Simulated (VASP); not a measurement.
# BaReO3 (Pm-3m) in VASP: single point with LDA

Aim: the single point of BaReO3 with LDA.

Program: VASP 6.6.1. These are calculated values, not measurements. Logs are shortened: lines on timing, memory, paths and dates and some standing lists are left out, and cuts for length are marked.

### Step 1. The cell of the first run

Symmetry: Pm-3m, No. 221, cubic system. The conventional cell has a = 4.065 Å, b = 4.065 Å, c = 4.065 Å, α = 90.00°, β = 90.00°, γ = 90.00°. Within 3.8 Å of Ba (site symmetry m-3m) lie 12 O at 2.87 Å and 8 Re at 3.52 Å. Re (site symmetry m-3m) has 6 O at 2.03 Å within 2.7 Å. Within 2.7 Å of O (site symmetry 4/mmm) lie 2 Re at 2.03 Å.

### Step 2. Single point, LDA

Input file INCAR:

```
SYSTEM = BaReO3
ALGO     = Normal         ! electronic algorithm
EDIFF    = 1E-7           ! SCF threshold, eV
ENCUT    = 520            ! plane-wave cutoff, eV
ISIF     = 2              ! what is computed and relaxed
ISMEAR   = -1             ! smearing method
LASPH    = .TRUE.         ! aspherical terms in the spheres
LCHARG   = .FALSE.        ! write CHGCAR
LREAL    = .FALSE.        ! projectors in reciprocal space
LWAVE    = .FALSE.        ! write WAVECAR
NBANDS   = 26             ! bands
NELM     = 80             ! most SCF steps
PREC     = Accurate       ! precision mode
SIGMA    = 0.1            ! smearing width, eV
```

Input file KPOINTS:

```
k-points
0
G
  6 6 6
  0 0 0
```

Input file POSCAR:

```
BaReO3
1.0
    4.0647320000      0.0000000000      0.0000000000
    0.0000000000      4.0647320000      0.0000000000
    0.0000000000      0.0000000000      4.0647320000
Ba Re O
1 1 3
Direct
    0.0000000000      0.0000000000      0.0000000000
    0.5000000000      0.5000000000      0.5000000000
    0.5000000000      0.5000000000      0.0000000000
    0.5000000000      0.0000000000      0.5000000000
    0.0000000000      0.5000000000      0.5000000000
```

Potentials or basis: VASP PAW LDA potentials, release 64 (Ba_sv, Re, O).

The run is started by

```bash
$ cat potpaw_LDA.64/Ba_sv/POTCAR potpaw_LDA.64/Re/POTCAR potpaw_LDA.64/O/POTCAR > POTCAR
$ mpirun -np 1 vasp_std > vasp.out
```

OUTCAR:

```text
SYSTEM = BaReO3
   EDIFF = 1E-7
   ENCUT = 520
   ISIF = 2
   ISMEAR = -1
   LASPH = .TRUE.
   LREAL = .FALSE.
   NELM = 80
   PREC = Accurate

 ion  position               nearest neighbor table
   1  0.000  0.000  0.000-   3 2.87   4 2.87   5 2.87   4 2.87   5 2.87   3 2.87   5 2.87   5 2.87
                             3 2.87   4 2.87   4 2.87   3 2.87   2 3.52   2 3.52   2 3.52   2 3.52
   2  0.500  0.500  0.500-   3 2.03   4 2.03   5 2.03   3 2.03   4 2.03   5 2.03   1 3.52   1 3.52
                             1 3.52   1 3.52   1 3.52   1 3.52   1 3.52   1 3.52
   3  0.500  0.500  0.000-   2 2.03   2 2.03   1 2.87   1 2.87   1 2.87   1 2.87
   4  0.500  0.000  0.500-   2 2.03   2 2.03   1 2.87   1 2.87   1 2.87   1 2.87
   5  0.000  0.500  0.500-   2 2.03   2 2.03   1 2.87   1 2.87   1 2.87   1 2.87

  LATTYP: Found a simple cubic cell.
 ALAT       =     4.0647320000

  Lattice vectors:

 A1 = (   4.0647320000,   0.0000000000,   0.0000000000)
 A2 = (   0.0000000000,   4.0647320000,   0.0000000000)
 A3 = (   0.0000000000,   0.0000000000,   4.0647320000)

Analysis of symmetry for initial positions (statically):
=====================================================================
 Subroutine PRICEL returns:
 Original cell was already a primitive cell.

 Routine SETGRP: Setting up the symmetry group for a
 simple cubic supercell.

 Subroutine GETGRP returns: Found 48 space group operations
 (whereof 48 operations were pure point group operations)
 out of a pool of 48 trial point group operations.

The static configuration has the point symmetry O_h .

Analysis of symmetry for dynamics (positions and initial velocities):
=====================================================================
 Subroutine PRICEL returns:
 Original cell was already a primitive cell.

 Routine SETGRP: Setting up the symmetry group for a
 simple cubic supercell.

 Subroutine GETGRP returns: Found 48 space group operations
 (whereof 48 operations were pure point group operations)
 out of a pool of 48 trial point group operations.

The dynamic configuration has the point symmetry O_h .

 Subroutine INISYM returns: Found 48 space group operations
 (whereof 48 operations are pure point group operations),
 and found     1 'primitive' translations

----------------------------------------------------------------------------------------

                                     Primitive cell

  volume of cell :      67.1577

  direct lattice vectors                    reciprocal lattice vectors
     4.064732000  0.000000000  0.000000000     0.246018680  0.000000000  0.000000000
     0.000000000  4.064732000  0.000000000     0.000000000  0.246018680  0.000000000
     0.000000000  0.000000000  4.064732000     0.000000000  0.000000000  0.246018680

  length of vectors
     4.064732000  4.064732000  4.064732000     0.246018680  0.246018680  0.246018680

  position of ions in fractional coordinates (direct lattice)
     0.000000000  0.000000000  0.000000000
     0.500000000  0.500000000  0.500000000
     0.500000000  0.500000000  0.000000000
     0.500000000  0.000000000  0.500000000
     0.000000000  0.500000000  0.500000000

  ion indices of the primitive-cell ions
   primitive index   ion index
                 1           1
                 2           2
                 3           3
                 4           4
                 5           5

----------------------------------------------------------------------------------------

 KPOINTS: k-points

Automatic generation of k-mesh.
 Grid dimensions read from file:
 generate k-points for:    6    6    6

 Generating k-lattice:

  Cartesian coordinates                     Fractional coordinates (reciprocal lattice)
     0.041003113  0.000000000  0.000000000     0.166666667  0.000000000  0.000000000
     0.000000000  0.041003113  0.000000000     0.000000000  0.166666667  0.000000000
     0.000000000  0.000000000  0.041003113     0.000000000  0.000000000  0.166666667

  Length of vectors
     0.041003113  0.041003113  0.041003113

  Shift w.r.t. Gamma in fractional coordinates (k-lattice)
     0.000000000  0.000000000  0.000000000

 Subroutine IBZKPT returns following result:
 ===========================================

 Found     20 irreducible k-points:

 Following reciprocal coordinates:
            Coordinates               Weight
  0.000000  0.000000  0.000000      1.000000
  0.166667  0.000000  0.000000      6.000000
  0.333333  0.000000  0.000000      6.000000
  0.500000  0.000000  0.000000      3.000000
  0.166667  0.166667  0.000000     12.000000
  0.333333  0.166667  0.000000     24.000000
[... 12 lines left out ...]
  0.500000  0.500000  0.333333      6.000000
  0.500000  0.500000  0.500000      1.000000
   k-points           NKPTS =     20   k-points in BZ     NKDIM =     20   number of bands    NBANDS=     26
   number of dos      NEDOS =    301   number of ions     NIONS =      5
   total plane-waves  NPLWV =  27000
   dimension x,y,z NGX =    30 NGY =   30 NGZ =   30
   dimension x,y,z NGXF=    60 NGYF=   60 NGZF=   60
   ions per type =               1   1   3
   NGX,Y,Z   is equivalent  to a cutoff of  12.27, 12.27, 12.27 a.u.
   NGXF,Y,Z  is equivalent  to a cutoff of  24.54, 24.54, 24.54 a.u.
 SYSTEM =  BaReO3
   PREC   = accura    normal or accurate (medium, high low for compatibility)
   ISTART =      0    job   : 0-new  1-cont  2-samecut
   ICHARG =      2    charge: 1-file 2-atom 10-const
   ISPIN  =      1    spin polarized calculation?
   LNONCOLLINEAR =      F non collinear calculations
   LSORBIT =      F    spin-orbit coupling
   LASPH  =      T    aspherical Exc in radial PAW
   ENCUT  =  520.0 eV  38.22 Ry    6.18 a.u.   7.56  7.56  7.56*2*pi/ulx,y,z
   NELM   =     80;   NELMIN=  2; NELMDL= -5     # of ELM steps
   EDIFF  = 0.1E-06   stopping-criterion for ELM
   LREAL  =      F    real-space projection
   EDIFFG = 0.1E-05   stopping-criterion for IOM
   NSW    =      0    number of steps for IOM
   IBRION =     -1    ionic relax: 0-MD 1-quasi-New 2-CG
   NFREE  =      0    steps in history (QN), initial steepest desc. (CG)
   ISIF   =      2    stress and relaxation
   ISYM   =      2    0-nonsym 1-usesym 2-fastsym
   POTIM  = 0.5000    time-step for ionic-motion
   TEBEG  =    0.0;   TEEND  =   0.0 temperature during run
   PSTRESS=    0.0 pullay stress
   NELECT =      35.0000    total number of electrons
   NUPDOWN=      -1.0000    fix difference up-down
   EMIN   =  10.00;   EMAX   =-10.00  energy-range for DOS
   EFERMI =   0.00;   METHOD = LEGACY
   ISMEAR =    -1;   SIGMA  =   0.10  broadening in eV -4-tet -1-fermi 0-gaus
   EFERMI_NEDOS =   21; number of points for ismear=-14 and -15
   IALGO  =     38    algorithm
   IMIX   =      4    mixing-type and parameters
     AMIX     =   0.40;   BMIX     =  1.00
     AMIX_MAG =   1.60;   BMIX_MAG =  1.00
  volume/ion in A,a.u.               =      13.43        90.64
  Fermi-wavevector in a.u.,A,eV,Ry     =   1.317444  2.489609 23.615081  1.735659
  Thomas-Fermi vector in A             =   2.447485
   LORBIT       =      0    0 simple, 1 ext, 2 COOP (PROOUT), +10 PAW based schemes
   GGA     = CA    functional components
   LHFCALC =     F    Hartree Fock is set to
   AEXX    =    0.0000 exact exchange contribution
   IVDW    =     0    specifies the selected vdW correction
   LEPSILON=     F    determine dielectric tensor
   LRPA    =     F    only Hartree local field effects (RPA)
 non-spin polarized calculation
  energy-cutoff  :      520.00
  volume of cell :       67.16
 maximum number of plane-waves:      1856
   NGX = 15   NGY = 15   NGZ = 15

 number of electron      34.9999977 magnetization

 Free energy of the ion-electron system (eV)
  ---------------------------------------------------
  ext. energy  EPLUGINS =         0.00000000
  ---------------------------------------------------
  free energy    TOTEN  =       -43.64917339 eV

  energy without entropy =      -43.53982914  energy(sigma->0) =      -43.59450126

 E-fermi :   5.6395     XC(G=0): -11.7790

 val. band max:        5.5814747674   @ k =   0.3333   0.3333   0.1667
 cond. band min:       5.6757270559   @ k =   0.3333   0.3333   0.1667
 fundamental gap:      0.0942522885
 Fermi energy:         5.6395259140

 k-point     1 :       0.0000    0.0000    0.0000
  band No.  band energies     occupation
      1     -22.0025      2.00000
      2     -14.4226      2.00000
      3     -13.7258      2.00000
      4     -13.7258      2.00000
      5      -7.2205      2.00000
      6      -7.2205      2.00000
[... 18 lines left out ...]
     25      11.3585      0.00000
     26      11.3585      0.00000

 k-point     2 :       0.1667    0.0000    0.0000
  band No.  band energies     occupation
      1     -21.9771      2.00000
      2     -14.4218      2.00000
      3     -13.7178      2.00000
      4     -13.6603      2.00000
      5      -7.1872      2.00000
      6      -7.1872      2.00000
[... 18 lines left out ...]
     25      11.2106      0.00000
     26      11.5533      0.00000

 k-point     3 :       0.3333    0.0000    0.0000
  band No.  band energies     occupation
      1     -21.9254      2.00000
      2     -14.5076      2.00000
      3     -13.7018      2.00000
      4     -13.4077      2.00000
      5      -7.1184      2.00000
      6      -7.1184      2.00000
[... 18 lines left out ...]
     25      11.6510      0.00000
     26      11.8315      0.00000

 k-point     4 :       0.5000    0.0000    0.0000
  band No.  band energies     occupation
      1     -21.8990      2.00000
      2     -14.5731      2.00000
      3     -13.6938      2.00000
      4     -13.2380      2.00000
      5      -7.0830      2.00000
      6      -7.0830      2.00000
[... 18 lines left out ...]
     25      11.8957      0.00000
     26      11.8959      0.00000
[... 380 lines left out ...]
      1     -21.8017      2.00000
      2     -13.6624      2.00000
      3     -13.3981      2.00000
      4     -13.3422      2.00000
      5      -7.7365      2.00000
      6      -7.6345      2.00000
[... 18 lines left out ...]
     25      11.7775      0.00000
     26      12.4245      0.00000

 k-point    19 :       0.5000    0.5000    0.3333
  band No.  band energies     occupation
      1     -21.7863      2.00000
      2     -13.4960      2.00000
      3     -13.3274      2.00000
      4     -13.3274      2.00000
      5      -7.7720      2.00000
      6      -7.7720      2.00000
[... 18 lines left out ...]
     25      12.2500      0.00000
     26      12.8675      0.00000

 k-point    20 :       0.5000    0.5000    0.5000
  band No.  band energies     occupation
      1     -21.7717      2.00000
      2     -13.2874      2.00000
      3     -13.2874      2.00000
      4     -13.2874      2.00000
      5      -7.9281      2.00000
      6      -7.9281      2.00000
[... 18 lines left out ...]
     25      12.7255      0.00000
     26      12.7261      0.00000

------------------------ aborting loop because EDIFF is reached ----------------------------------------

  FORCE on cell =-STRESS in cart. coord.  units (eV):
  Direction    XX          YY          ZZ          XY          YZ          ZX
  --------------------------------------------------------------------------------------
  -------------------------------------------------------------------------------------
  Total       -4.6877956     -4.6877956     -4.6877956      0.0000000     -0.0000000      0.0000000
  in kB     -111.8364825   -111.8364825   -111.8364825      0.0000000     -0.0000000      0.0000000
  external PRESSURE =    -111.8364825 kB  Pullay stress =       0.0000000 kB

 VOLUME and BASIS-vectors are now :
 -----------------------------------------------------------------------------
  energy-cutoff  :      520.00
  volume of cell :       67.16
      direct lattice vectors                 reciprocal lattice vectors
     4.064732000  0.000000000  0.000000000     0.246018680  0.000000000  0.000000000
     0.000000000  4.064732000  0.000000000     0.000000000  0.246018680  0.000000000
     0.000000000  0.000000000  4.064732000     0.000000000  0.000000000  0.246018680

 POSITION                                       TOTAL-FORCE (eV/Angst)
 -----------------------------------------------------------------------------------
      0.00000      0.00000      0.00000         0.000000      0.000000      0.000000
      2.03237      2.03237      2.03237         0.000000      0.000000      0.000000
      2.03237      2.03237      0.00000         0.000000      0.000000      0.000000
      2.03237      0.00000      2.03237         0.000000      0.000000      0.000000
      0.00000      2.03237      2.03237         0.000000      0.000000      0.000000
 -----------------------------------------------------------------------------------
    total drift:                                0.000000      0.000000     -0.000000

  FREE ENERGIE OF THE ION-ELECTRON SYSTEM (eV)
  ---------------------------------------------------
  free  energy   TOTEN  =       -43.6491733854 eV

  energy  without entropy=      -43.5398291443  energy(sigma->0) =      -43.59450126
```

Run time: 66 s. Hardware: 1 thread of AMD EPYC 7R13, shared host; peak memory 0.14 GiB.

What came out:

```yaml
Free_energy: -43.6492 eV
Pressure: -11.2 GPa
Band_gap_on_the_k_mesh: zero (an odd number of electrons rules out a gap without spin polarisation)
```

Caveat: the cell stands under tension; spin-orbit coupling is left out, which moves the levels of the heavy elements; an odd number of electrons without spin polarisation forces a metal; a magnetic or distorted state may lie lower.
